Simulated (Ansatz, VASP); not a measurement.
**Two plane-wave programs on InSe**

Contents of INCAR:

```
SYSTEM = InSe
  ALGO = Normal
  EDIFF = 1E-7
  ENCUT = 520
  GGA = PS
  ISIF = 2
  ISMEAR = 0
  LASPH = .TRUE.
  LCHARG = .FALSE.
  LREAL = .FALSE.
  LWAVE = .FALSE.
  NBANDS = 27
  NELM = 100
  PREC = Accurate
  SIGMA = 0.01
```

KPOINTS

```
k-points
0
G
  6 6 6
  0 0 0
```

File POSCAR:

```
InSe
1.0
    5.8679030000     -2.0550000000      0.0000000000
    5.8679030000      2.0550000000      0.0000000000
   -1.5994150000      0.0000000000      4.3236530000
In Se
2 2
Direct
    0.8840000000      0.8840000000      0.0050000000
    0.1160000000      0.1160000000      0.9950000000
    0.6600000000      0.6600000000      0.6420000000
    0.3400000000      0.3400000000      0.3580000000
```

Input for Ansatz:

```yaml
crystal:
  lattice:
    - [5.867903, -2.055, 0.0]
    - [5.867903, 2.055, 0.0]
    - [-1.599415, 0.0, 4.323653]
  atoms:
    - { symbol: In, position: [0.884, 0.884, 0.005] }
    - { symbol: In, position: [0.116, 0.116, 0.995] }
    - { symbol: Se, position: [0.66, 0.66, 0.642] }
    - { symbol: Se, position: [0.34, 0.34, 0.358] }
basis:
  ecutwfc: 450.0
kpoints:
  mp_grid:
    grid: [6, 6, 6]
hamiltonian:
  xc: pbesol
scf:
  occupations:
    method: fixed
output:
  forces: true
  stress: true
```

Alike in both runs: task single point; functional PBEsol; k mesh 6 × 6 × 6; no spin polarisation.

|  | VASP | Ansatz |
| --- | --- | --- |
| version | VASP 6.6.1 | Ansatz 0.2.0 |
| potentials or method | VASP PAW PBE potentials, release 64 (In_d, Se), cutoff 520 eV | plane waves, PAW |
| occupations | gaussian, width 0.01 eV | fixed |
| valence electrons in the cell | 38 | 58 |

```tsv
	VASP	Ansatz	Ansatz less VASP
pressure (GPa)	-0.1	-0.2	-0.06
traceless stress, the component that is largest in VASP (GPa)	2.20	2.18	-0.018
rms of the force components (eV/Å)	0.362	0.362	+0.0001
```

VASP's potentials were made for PBE, not for PBEsol. Atom by atom the forces differ by 0.009 eV/Å (rms over components). VASP's potentials hold 38 valence electrons a cell and Ansatz's 58, so a difference there can come from the potentials and not from the codes.
